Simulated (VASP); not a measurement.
# Ho3N (Im-3m) in VASP: single point with PBE

Aim: the single point of Ho3N with PBE.

Program: VASP 6.6.1. These are calculated values, not measurements. Logs are shortened: lines on timing, memory, paths and dates and some standing lists are left out, and cuts for length are marked.

## Step 1: The cell of the first run

Symmetry: Im-3m, No. 229, cubic system. The conventional cell has a = 5.702 Å, b = 5.702 Å, c = 5.702 Å, α = 90.00°, β = 90.00°, γ = 90.00°. Ho (site symmetry 4/mmm) has 4 Ho at 2.85 Å and 2 N at 2.85 Å within 3.8 Å. N (site symmetry m-3m) has 6 Ho at 2.85 Å within 3.8 Å.

The cell was built from a structure type or drawn by symmetry, and may not be a known phase.

## Step 2: Single point, PBE

The input, INCAR:

```
ALGO = Normal
EDIFF = 1E-6
ENCUT = 600
GGA = PE
GGA_COMPAT = False
ISIF = 2
ISMEAR = 0
LASPH = True
LCHARG = False
LMAXMIX = 6
LREAL = False
LWAVE = False
NBANDS = 24
NELM = 200
PREC = Accurate
SIGMA = 0.2
```

The input, KPOINTS:

```
k-points
0
Gamma
  5 5 5
```

The input, POSCAR:

```
Ho3N
1.0
   -2.8507853238      2.8507853238      2.8507853238
    2.8507853238     -2.8507853238      2.8507853238
    2.8507853238      2.8507853238     -2.8507853238
Ho N
3 1
Direct
    0.0000000000      0.5000000000      0.5000000000
    0.5000000000      0.0000000000      0.5000000000
    0.5000000000      0.5000000000      0.0000000000
    0.0000000000      0.0000000000      0.0000000000
```

Potentials or basis: VASP PAW PBE potentials, release 64 (Ho_3, N), 4f in core.

Command:

```bash
$ cat potpaw_PBE.64/Ho_3/POTCAR potpaw_PBE.64/N/POTCAR > POTCAR
$ mpirun -np 1 vasp_std > vasp.out
```

OUTCAR:

```text
EDIFF = 1E-6
   ENCUT = 600
   GGA = PE
   ISIF = 2
   ISMEAR = 0
   LASPH = True
   LREAL = False
   NELM = 200
   PREC = Accurate

 ion  position               nearest neighbor table
   1  0.000  0.500  0.500-   2 2.85   3 2.85   3 2.85   2 2.85
   2  0.500  0.000  0.500-   1 2.85   3 2.85   3 2.85   1 2.85
   3  0.500  0.500  0.000-   1 2.85   2 2.85   2 2.85   1 2.85
   4  0.000  0.000  0.000-

  LATTYP: Found a body centered cubic cell.
 ALAT       =     5.7015706476

  Lattice vectors:

 A1 = (  -2.8507853238,   2.8507853238,   2.8507853238)
 A2 = (   2.8507853238,  -2.8507853238,   2.8507853238)
 A3 = (   2.8507853238,   2.8507853238,  -2.8507853238)

Analysis of symmetry for initial positions (statically):
=====================================================================
 Subroutine PRICEL returns:
 Original cell was already a primitive cell.

 Routine SETGRP: Setting up the symmetry group for a
 body centered cubic supercell.

 Subroutine GETGRP returns: Found 48 space group operations
 (whereof 48 operations were pure point group operations)
 out of a pool of 48 trial point group operations.

The static configuration has the point symmetry O_h .

Analysis of symmetry for dynamics (positions and initial velocities):
=====================================================================
 Subroutine PRICEL returns:
 Original cell was already a primitive cell.

 Routine SETGRP: Setting up the symmetry group for a
 body centered cubic supercell.

 Subroutine GETGRP returns: Found 48 space group operations
 (whereof 48 operations were pure point group operations)
 out of a pool of 48 trial point group operations.

The dynamic configuration has the point symmetry O_h .

 Subroutine INISYM returns: Found 48 space group operations
 (whereof 48 operations are pure point group operations),
 and found     1 'primitive' translations

----------------------------------------------------------------------------------------

                                     Primitive cell

  volume of cell :      92.6731

  direct lattice vectors                    reciprocal lattice vectors
    -2.850785324  2.850785324  2.850785324     0.000000000  0.175390267  0.175390267
     2.850785324 -2.850785324  2.850785324     0.175390267  0.000000000  0.175390267
     2.850785324  2.850785324 -2.850785324     0.175390267  0.175390267  0.000000000

  length of vectors
     4.937705022  4.937705022  4.937705022     0.248039295  0.248039295  0.248039295

  position of ions in fractional coordinates (direct lattice)
     0.000000000  0.500000000  0.500000000
     0.500000000  0.000000000  0.500000000
     0.500000000  0.500000000  0.000000000
     0.000000000  0.000000000  0.000000000

  ion indices of the primitive-cell ions
   primitive index   ion index
                 1           1
                 2           2
                 3           3
                 4           4

----------------------------------------------------------------------------------------

 KPOINTS: k-points

Automatic generation of k-mesh.
 Grid dimensions read from file:
 generate k-points for:    5    5    5

 Generating k-lattice:

  Cartesian coordinates                     Fractional coordinates (reciprocal lattice)
     0.000000000  0.035078053  0.035078053     0.200000000  0.000000000  0.000000000
     0.035078053  0.000000000  0.035078053     0.000000000  0.200000000  0.000000000
     0.035078053  0.035078053  0.000000000     0.000000000  0.000000000  0.200000000

  Length of vectors
     0.049607859  0.049607859  0.049607859

  Shift w.r.t. Gamma in fractional coordinates (k-lattice)
     0.000000000  0.000000000  0.000000000

 Subroutine IBZKPT returns following result:
 ===========================================

 Found     10 irreducible k-points:

 Following reciprocal coordinates:
            Coordinates               Weight
  0.000000  0.000000  0.000000      1.000000
  0.200000  0.000000  0.000000     12.000000
  0.400000  0.000000  0.000000     12.000000
  0.200000  0.200000  0.000000     24.000000
  0.400000  0.200000  0.000000     24.000000
  0.200000  0.200000  0.200000      8.000000
 -0.200000  0.200000  0.200000      6.000000
 -0.400000  0.400000  0.200000     24.000000
 -0.400000 -0.400000  0.200000      8.000000
 -0.400000  0.400000  0.400000      6.000000
   k-points           NKPTS =     10   k-points in BZ     NKDIM =     10   number of bands    NBANDS=     24
   number of dos      NEDOS =    301   number of ions     NIONS =      4
   total plane-waves  NPLWV =  64000
   dimension x,y,z NGX =    40 NGY =   40 NGZ =   40
   dimension x,y,z NGXF=    80 NGYF=   80 NGZF=   80
   ions per type =               3   1
   NGX,Y,Z   is equivalent  to a cutoff of  13.47, 13.47, 13.47 a.u.
   NGXF,Y,Z  is equivalent  to a cutoff of  26.93, 26.93, 26.93 a.u.
 SYSTEM =  unknown system
   PREC   = accura    normal or accurate (medium, high low for compatibility)
   ISTART =      0    job   : 0-new  1-cont  2-samecut
   ICHARG =      2    charge: 1-file 2-atom 10-const
   ISPIN  =      1    spin polarized calculation?
   LNONCOLLINEAR =      F non collinear calculations
   LSORBIT =      F    spin-orbit coupling
   LASPH  =      T    aspherical Exc in radial PAW
   ENCUT  =  600.0 eV  44.10 Ry    6.64 a.u.   9.86  9.86  9.86*2*pi/ulx,y,z
   NELM   =    200;   NELMIN=  2; NELMDL= -5     # of ELM steps
   EDIFF  = 0.1E-05   stopping-criterion for ELM
   LREAL  =      F    real-space projection
   EDIFFG = 0.1E-04   stopping-criterion for IOM
   NSW    =      0    number of steps for IOM
   IBRION =     -1    ionic relax: 0-MD 1-quasi-New 2-CG
   NFREE  =      0    steps in history (QN), initial steepest desc. (CG)
   ISIF   =      2    stress and relaxation
   ISYM   =      2    0-nonsym 1-usesym 2-fastsym
   POTIM  = 0.5000    time-step for ionic-motion
   TEBEG  =    0.0;   TEEND  =   0.0 temperature during run
   PSTRESS=    0.0 pullay stress
   NELECT =      32.0000    total number of electrons
   NUPDOWN=      -1.0000    fix difference up-down
   EMIN   =  10.00;   EMAX   =-10.00  energy-range for DOS
   EFERMI =   0.00;   METHOD = LEGACY
   ISMEAR =     0;   SIGMA  =   0.20  broadening in eV -4-tet -1-fermi 0-gaus
   EFERMI_NEDOS =   21; number of points for ismear=-14 and -15
   IALGO  =     38    algorithm
   IMIX   =      4    mixing-type and parameters
     AMIX     =   0.40;   BMIX     =  1.00
     AMIX_MAG =   1.60;   BMIX_MAG =  1.00
  volume/ion in A,a.u.               =      23.17       156.35
  Fermi-wavevector in a.u.,A,eV,Ry     =   1.148525  2.170397 17.947565  1.319109
  Thomas-Fermi vector in A             =   2.285199
   LORBIT       =      0    0 simple, 1 ext, 2 COOP (PROOUT), +10 PAW based schemes
   GGA     = PE    functional components
   LHFCALC =     F    Hartree Fock is set to
   AEXX    =    0.0000 exact exchange contribution
   IVDW    =     0    specifies the selected vdW correction
   LEPSILON=     F    determine dielectric tensor
   LRPA    =     F    only Hartree local field effects (RPA)
 non-spin polarized calculation
 Gauss-broadening in eV      SIGMA  =   0.20
  energy-cutoff  :      600.00
  volume of cell :       92.67
 maximum number of plane-waves:      3113
   NGX = 19   NGY = 19   NGZ = 19

 number of electron      32.0000003 magnetization

 Free energy of the ion-electron system (eV)
  ---------------------------------------------------
  ext. energy  EPLUGINS =         0.00000000
  ---------------------------------------------------
  free energy    TOTEN  =       -18.03051166 eV

  energy without entropy =      -17.92167027  energy(sigma->0) =      -17.97609096

 E-fermi :   3.1818     XC(G=0): -10.2904

 val. band max:        3.1529643621   @ k =  -0.2000   0.2000   0.2000
 cond. band min:       3.2087205039   @ k =  -0.4000  -0.4000   0.2000
 fundamental gap:      0.0557561419
 Fermi energy:         3.1817558398

 k-point     1 :       0.0000    0.0000    0.0000
  band No.  band energies     occupation
      1     -21.6280      2.00000
      2     -21.6280      2.00000
      3     -21.6280      2.00000
      4     -20.3585      2.00000
      5     -20.3585      2.00000
      6     -20.3585      2.00000
[... 16 lines left out ...]
     23       8.5416      0.00000
     24       8.5416      0.00000

 k-point     2 :       0.2000    0.0000    0.0000
  band No.  band energies     occupation
      1     -21.6326      2.00000
      2     -21.4680      2.00000
      3     -21.4551      2.00000
      4     -20.3920      2.00000
      5     -20.3524      2.00000
      6     -20.3504      2.00000
[... 16 lines left out ...]
     23       7.8418      0.00000
     24       7.9484      0.00000

 k-point     3 :       0.4000    0.0000    0.0000
  band No.  band energies     occupation
      1     -21.6399      2.00000
      2     -21.0329      2.00000
      3     -20.9935      2.00000
      4     -20.5193      2.00000
      5     -20.4511      2.00000
      6     -20.3424      2.00000
[... 16 lines left out ...]
     23       6.3713      0.00000
     24       6.6930      0.00000

 k-point     4 :       0.2000    0.2000    0.0000
  band No.  band energies     occupation
      1     -21.4767      2.00000
      2     -21.4655      2.00000
      3     -21.0014      2.00000
      4     -20.5232      2.00000
      5     -20.3717      2.00000
      6     -20.3303      2.00000
[... 16 lines left out ...]
     23       6.8328      0.00000
     24       7.2814      0.00000

 k-point     5 :       0.4000    0.2000    0.0000
  band No.  band energies     occupation
      1     -21.4770      2.00000
      2     -21.0461      2.00000
      3     -21.0147      2.00000
      4     -20.4454      2.00000
      5     -20.3937      2.00000
      6     -20.3763      2.00000
[... 16 lines left out ...]
     23       6.4368      0.00000
     24       7.5065      0.00000

 k-point     6 :       0.2000    0.2000    0.2000
  band No.  band energies     occupation
      1     -21.0253      2.00000
      2     -21.0253      2.00000
      3     -20.9751      2.00000
      4     -20.5004      2.00000
      5     -20.4019      2.00000
      6     -20.4019      2.00000
[... 16 lines left out ...]
     23       6.5640      0.00000
     24       7.0294      0.00000

 k-point     7 :      -0.2000    0.2000    0.2000
  band No.  band energies     occupation
      1     -21.6416      2.00000
      2     -21.6416      2.00000
      3     -20.9979      2.00000
      4     -20.5490      2.00000
      5     -20.3432      2.00000
      6     -20.3432      2.00000
[... 16 lines left out ...]
     23       6.8806      0.00000
     24       8.0454      0.00000

 k-point     8 :      -0.4000    0.4000    0.2000
  band No.  band energies     occupation
      1     -21.6560      2.00000
      2     -21.4927      2.00000
      3     -21.0625      2.00000
      4     -20.3925      2.00000
      5     -20.3443      2.00000
      6     -20.3283      2.00000
[... 16 lines left out ...]
     23       7.1205      0.00000
     24       7.1335      0.00000

 k-point     9 :      -0.4000   -0.4000    0.2000
  band No.  band energies     occupation
      1     -21.5163      2.00000
      2     -21.5001      2.00000
      3     -21.5001      2.00000
      4     -20.3527      2.00000
      5     -20.2921      2.00000
      6     -20.2921      2.00000
[... 16 lines left out ...]
     23       7.0283      0.00000
     24       7.5584      0.00000

 k-point    10 :      -0.4000    0.4000    0.4000
  band No.  band energies     occupation
      1     -21.6812      2.00000
      2     -21.6812      2.00000
      3     -21.5227      2.00000
      4     -20.3062      2.00000
      5     -20.3062      2.00000
      6     -20.2973      2.00000
[... 16 lines left out ...]
     23       7.2942      0.00000
     24       7.6076      0.00000

------------------------ aborting loop because EDIFF is reached ----------------------------------------

  FORCE on cell =-STRESS in cart. coord.  units (eV):
  Direction    XX          YY          ZZ          XY          YZ          ZX
  --------------------------------------------------------------------------------------
  -------------------------------------------------------------------------------------
  Total        0.2213334      0.2213334      0.2213334      0.0000000     -0.0000000     -0.0000000
  in kB        3.8265207      3.8265207      3.8265207      0.0000000     -0.0000000     -0.0000000
  external PRESSURE =       3.8265207 kB  Pullay stress =       0.0000000 kB

 VOLUME and BASIS-vectors are now :
 -----------------------------------------------------------------------------
  energy-cutoff  :      600.00
  volume of cell :       92.67
      direct lattice vectors                 reciprocal lattice vectors
    -2.850785324  2.850785324  2.850785324     0.000000000  0.175390267  0.175390267
     2.850785324 -2.850785324  2.850785324     0.175390267  0.000000000  0.175390267
     2.850785324  2.850785324 -2.850785324     0.175390267  0.175390267  0.000000000

 POSITION                                       TOTAL-FORCE (eV/Angst)
 -----------------------------------------------------------------------------------
      2.85079      0.00000      0.00000         0.000000     -0.000000      0.000000
      0.00000      2.85079      0.00000         0.000000      0.000000     -0.000000
      0.00000      0.00000      2.85079        -0.000000      0.000000      0.000000
      0.00000      0.00000      0.00000        -0.000000     -0.000000      0.000000
 -----------------------------------------------------------------------------------
    total drift:                               -0.000000     -0.000000      0.000000

  FREE ENERGIE OF THE ION-ELECTRON SYSTEM (eV)
  ---------------------------------------------------
  free  energy   TOTEN  =       -18.0305116561 eV

  energy  without entropy=      -17.9216702700  energy(sigma->0) =      -17.97609096
```

It took 33 s on 1 thread of Intel Xeon Platinum 8259CL at 2.50GHz (Skylake/Cascade Lake), shared host; peak memory 0.24 GiB.

What came out:

```yaml
Free_energy: -18.0305 eV
Pressure: 0.4 GPa
Band_gap_on_the_k_mesh: zero (bands 16 and 17 overlap by 1.97 eV)
```

Levels at points of the mesh, in eV from the Fermi level:
```tsv
k point	band 13	band 14	band 15	band 16	band 17	band 18	band 19	band 20
(0.00, 0.00, 0.00)	-1.97	-1.97	-1.28	-1.28	-1.28	-0.70	-0.70	3.33
```

Caveat: spin-orbit coupling is left out, which moves the levels of the heavy elements; the 4f electrons are frozen in the core, so they carry no moment and show no levels; the run has no spin polarisation, though such a crystal can be magnetic.
